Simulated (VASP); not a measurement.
# ZnO (wurtzite type) (P6_3mc) in VASP: single point with PBE

Aim: the single point of ZnO (wurtzite type) with PBE.

Everything below comes from runs of VASP 6.6.1. Logs are shortened: lines on timing, memory, paths and dates and some standing lists are left out, and cuts for length are marked.

## 1. The cell of the first run

It takes space group P6_3mc (No. 186, hexagonal). The conventional cell has a = 3.143 Å, b = 3.143 Å, c = 5.070 Å, α = 90.00°, β = 90.00°, γ = 120.00°. Within 2.5 Å of Zn (site symmetry 3m) lie 4 O at 1.92 Å. Within 2.5 Å of O (site symmetry 3m) lie 4 Zn at 1.92 Å.

## 2. Single point, PBE (10.85 Å³/atom)

File POSCAR:

```
ZnO
1.0
    3.1431602931      0.0000000000      0.0000000000
   -1.5715801465      2.7220566620      0.0000000000
    0.0000000000      0.0000000000      5.0704162250
Zn O
2 2
Direct
    0.3333333333      0.6666666667     -0.0015389875
    0.6666666667      0.3333333333      0.4984610125
    0.3333333333      0.6666666667      0.3775389875
    0.6666666667      0.3333333333      0.8775389875
```

File INCAR.step1:

```
SYSTEM = ZnO
ALGO = Normal
EDIFF = 1E-6
ENCUT = 1000
GGA = PE
GGA_COMPAT = .False.
ISIF = 2
ISMEAR = -1
LASPH = .True.
LCHARG = .True.
LORBIT = 11
LREAL = .False.
LWAVE = .False.
NBANDS = 26
NEDOS = 2001
NELM = 120
PREC = Accurate
SIGMA = 0.05
```

File KPOINTS.step1:

```
k-points
0
Gamma
  13 13 7
  0 0 0
```

File INCAR.step2:

```
SYSTEM = ZnO
ALGO = Normal
EDIFF = 1E-6
ENCUT = 1000
GGA = PE
GGA_COMPAT = .False.
ICHARG = 11
ISIF = 2
ISMEAR = -5
LASPH = .True.
LCHARG = .False.
LORBIT = 11
LREAL = .False.
LWAVE = .False.
NBANDS = 26
NEDOS = 2001
NELM = 120
PREC = Accurate
SIGMA = 0.05
```

File KPOINTS.step2:

```
k-points
0
Gamma
  20 20 11
  0 0 0
```

Potentials or basis: VASP PAW PBE potentials, release 64 (Zn, O_h).

On the command line:

```bash
$ cat potpaw_PBE.64/Zn/POTCAR potpaw_PBE.64/O_h/POTCAR > POTCAR
$ cp INCAR.step1 INCAR
$ cp KPOINTS.step1 KPOINTS
$ mpirun -np 1 vasp_std > vasp.out
$ cp INCAR.step2 INCAR
$ cp KPOINTS.step2 KPOINTS
$ mpirun -np 1 vasp_std > vasp.out
```

OUTCAR:

```text
SYSTEM = ZnO
   EDIFF = 1E-6
   ENCUT = 1000
   GGA = PE
   ICHARG = 11
   ISIF = 2
   ISMEAR = -5
   LASPH = .True.
   LORBIT = 11
   LREAL = .False.
   NELM = 120
   PREC = Accurate

 ion  position               nearest neighbor table
   1  0.333  0.667  0.998-   4 1.92   4 1.92   4 1.92   3 1.92
   2  0.667  0.333  0.498-   3 1.92   3 1.92   3 1.92   4 1.92
   3  0.333  0.667  0.378-   2 1.92   2 1.92   2 1.92   1 1.92
   4  0.667  0.333  0.878-   1 1.92   1 1.92   1 1.92   2 1.92

  LATTYP: Found a hexagonal cell.
 ALAT       =     3.1431602931
 C/A-ratio  =     1.6131586531

  Lattice vectors:

 A1 = (   3.1431602931,   0.0000000000,   0.0000000000)
 A2 = (  -1.5715801465,   2.7220566620,   0.0000000000)
 A3 = (   0.0000000000,   0.0000000000,   5.0704162250)

Analysis of symmetry for initial positions (statically):
=====================================================================
 Subroutine PRICEL returns:
 Original cell was already a primitive cell.

 Routine SETGRP: Setting up the symmetry group for a
 hexagonal supercell.

 Subroutine GETGRP returns: Found 12 space group operations
 (whereof  6 operations were pure point group operations)
 out of a pool of 24 trial point group operations.

The static configuration has the point symmetry C_3v.
 The point group associated with its full space group is C_6v.

Analysis of symmetry for dynamics (positions and initial velocities):
=====================================================================
 Subroutine PRICEL returns:
 Original cell was already a primitive cell.

 Routine SETGRP: Setting up the symmetry group for a
 hexagonal supercell.

 Subroutine GETGRP returns: Found 12 space group operations
 (whereof  6 operations were pure point group operations)
 out of a pool of 24 trial point group operations.

The dynamic configuration has the point symmetry C_3v.
 The point group associated with its full space group is C_6v.

 Subroutine INISYM returns: Found 12 space group operations
 (whereof  6 operations are pure point group operations),
 and found     1 'primitive' translations

----------------------------------------------------------------------------------------

                                     Primitive cell

  volume of cell :      43.3818

  direct lattice vectors                    reciprocal lattice vectors
     3.143160293  0.000000000  0.000000000     0.318151130  0.183684641  0.000000000
[... 94 lines left out ...]
   EDIFFG = 0.1E-04   stopping-criterion for IOM
   NSW    =      0    number of steps for IOM
   IBRION =     -1    ionic relax: 0-MD 1-quasi-New 2-CG
   NFREE  =      0    steps in history (QN), initial steepest desc. (CG)
   ISIF   =      2    stress and relaxation
   ISYM   =      2    0-nonsym 1-usesym 2-fastsym
   POTIM  = 0.5000    time-step for ionic-motion
   TEBEG  =    0.0;   TEEND  =   0.0 temperature during run
   PSTRESS=    0.0 pullay stress
   NELECT =      36.0000    total number of electrons
   NUPDOWN=      -1.0000    fix difference up-down
   EMIN   =  10.00;   EMAX   =-10.00  energy-range for DOS
   EFERMI =   0.00;   METHOD = LEGACY
   ISMEAR =    -5;   SIGMA  =   0.05  broadening in eV -4-tet -1-fermi 0-gaus
   EFERMI_NEDOS =   21; number of points for ismear=-14 and -15
   IALGO  =     38    algorithm
   IMIX   =      4    mixing-type and parameters
     AMIX     =   0.40;   BMIX     =  1.00
     AMIX_MAG =   1.60;   BMIX_MAG =  1.00
  volume/ion in A,a.u.               =      10.85        73.19
  Fermi-wavevector in a.u.,A,eV,Ry     =   1.538414  2.907181 32.201149  2.366718
  Thomas-Fermi vector in A             =   2.644786
   LORBIT       =     11    0 simple, 1 ext, 2 COOP (PROOUT), +10 PAW based schemes
   GGA     = PE    functional components
   LHFCALC =     F    Hartree Fock is set to
   AEXX    =    0.0000 exact exchange contribution
   IVDW    =     0    specifies the selected vdW correction
   LEPSILON=     F    determine dielectric tensor
   LRPA    =     F    only Hartree local field effects (RPA)
 non-spin polarized calculation
 Fermi weights with tetrahedron method with Bloechl corrections
  energy-cutoff  :     1000.00
  volume of cell :       43.38
 maximum number of plane-waves:      3135

 number of electron      36.0000000 magnetization

 Free energy of the ion-electron system (eV)
  ---------------------------------------------------
  ext. energy  EPLUGINS =         0.00000000
  ---------------------------------------------------
  free energy    TOTEN  =       -17.46547201 eV

  energy without entropy =      -17.46547201  energy(sigma->0) =      -17.46547201

 E-fermi :   2.4734     XC(G=0): -11.4205

 val. band max:        2.4574333325   @ k =   0.0000   0.0000   0.0000
 cond. band min:       3.3726034680   @ k =   0.0000   0.0000   0.0000
 fundamental gap:      0.9151701355
 Fermi energy:         2.4733625244

 k-point     1 :       0.0000    0.0000    0.0000
  band No.  band energies     occupation
      1     -16.4445      2.00000
      2     -15.5721      2.00000
      3      -3.9658      2.00000
      4      -3.7536      2.00000
      5      -3.7535      2.00000
      6      -3.6978      2.00000
[... 685 lines left out ...]
     25      15.8876      0.00000
     26      17.6220      0.00000

 [... further k-points ...]
[... 5 lines left out ...]
  --------------------------------------------------------------------------------------
  -------------------------------------------------------------------------------------
  Total        6.3654705      6.3654705      6.3658061      0.0000000      0.0000000      0.0000000
  in kB      235.0898026    235.0898026    235.1021958      0.0000000      0.0000000      0.0000000
  external PRESSURE =     235.0939336 kB  Pullay stress =       0.0000000 kB

 VOLUME and BASIS-vectors are now :
 -----------------------------------------------------------------------------
  energy-cutoff  :     1000.00
  volume of cell :       43.38
      direct lattice vectors                 reciprocal lattice vectors
     3.143160293  0.000000000  0.000000000     0.318151130  0.183684641  0.000000000
    -1.571580147  2.722056662  0.000000000     0.000000000  0.367369281  0.000000000
     0.000000000  0.000000000  5.070416225     0.000000000  0.000000000  0.197222468

 POSITION                                       TOTAL-FORCE (eV/Angst)
 -----------------------------------------------------------------------------------
     -0.00000      1.81470      5.06261         0.000000     -0.000000      0.001217
      1.57158      0.90735      2.52740        -0.000000      0.000000      0.001217
     -0.00000      1.81470      1.91428         0.000000      0.000000     -0.001217
      1.57158      0.90735      4.44949         0.000000      0.000000     -0.001217
 -----------------------------------------------------------------------------------
    total drift:                               -0.000000      0.000000     -0.000482

  FREE ENERGIE OF THE ION-ELECTRON SYSTEM (eV)
  ---------------------------------------------------
  free  energy   TOTEN  =       -17.4654720119 eV

  energy  without entropy=      -17.4654720119  energy(sigma->0) =      -17.46547201

 total charge

# of ion       s       p       d       tot
------------------------------------------
    1        0.486   0.578   9.943  11.007
    2        0.486   0.578   9.943  11.007
    3        1.029   2.347   0.000   3.377
    4        1.029   2.347   0.000   3.377
--------------------------------------------------
tot          3.031   5.851  19.886  28.768
```

OSZICAR.step1:

```text
N       E                     dE             d eps       ncg     rms          rms(c)
DAV:   1     0.415931974146E+03    0.41593E+03   -0.26791E+04  4408   0.323E+03
DAV:   2     0.491655540238E+02   -0.36677E+03   -0.34349E+03  4576   0.595E+02
DAV:   3    -0.173895122801E+02   -0.66555E+02   -0.64318E+02  5124   0.202E+02
DAV:   4    -0.206850239674E+02   -0.32955E+01   -0.32712E+01  4784   0.492E+01
DAV:   5    -0.207146482061E+02   -0.29624E-01   -0.29605E-01  4974   0.474E+00    0.172E+01
DAV:   6    -0.172572732323E+02    0.34574E+01   -0.57571E+00  7154   0.586E+01    0.107E+01
DAV:   7    -0.175123226519E+02   -0.25505E+00   -0.32815E+00  4738   0.164E+01    0.633E+00
DAV:   8    -0.175156150376E+02   -0.32924E-02   -0.52243E-01  6566   0.769E+00    0.190E+00
DAV:   9    -0.174634738859E+02    0.52141E-01   -0.10471E-01  6500   0.610E+00    0.414E-01
DAV:  10    -0.174660913677E+02   -0.26175E-02   -0.46498E-02  4424   0.165E+00    0.126E-01
DAV:  11    -0.174662238236E+02   -0.13246E-03   -0.84928E-04  4808   0.322E-01    0.222E-02
DAV:  12    -0.174662606447E+02   -0.36821E-04   -0.96804E-05  4824   0.171E-01    0.212E-02
DAV:  13    -0.174662631022E+02   -0.24575E-05   -0.15878E-05  5604   0.947E-02    0.182E-02
DAV:  14    -0.174662592544E+02    0.38478E-05   -0.53718E-06  5466   0.373E-02    0.471E-03
DAV:  15    -0.174662592646E+02   -0.10190E-07   -0.31289E-06  4102   0.141E-02
   1 F= -.17466259E+02 E0= -.17466259E+02  d E =-.603475E-06
```

Wall time 4.1 min (1 thread of AMD EPYC 9R45 (Zen 5), shared host); peak memory 0.67 GiB.

What came out:

```yaml
Valence_electrons_inside_the_program's_atomic_spheres: Zn 11.01; O 3.38
```
